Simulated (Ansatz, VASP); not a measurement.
## Rh in VASP and in Ansatz

```
Rh
1.0
    -1.45900    1.45900    1.45900
     1.45900   -1.45900    1.45900
     1.45900    1.45900   -1.45900
Rh
1
Direct
  0.00000 0.00000 0.00000
```

Alike in both runs: task single point; functional PBE; k mesh 8 × 8 × 8; collinear spin.

```csv
,VASP,Ansatz
version,VASP 6.6.1,Ansatz 0.2 development build
potentials or method,"VASP PAW PBE potentials, release 64 (Rh_pv)","PAW hard, scalar-relativistic"
plane-wave cutoff (eV),500,540
occupations,"fermi-dirac, width 0.1 eV",fermi-dirac
```

|  | VASP | Ansatz | Ansatz less VASP |
| --- | --- | --- | --- |
| net moment per atom (μB) | 0.00 | 0.00 | 0.000 |

The k mesh is coarse, so the values compare programs but aren't converged.
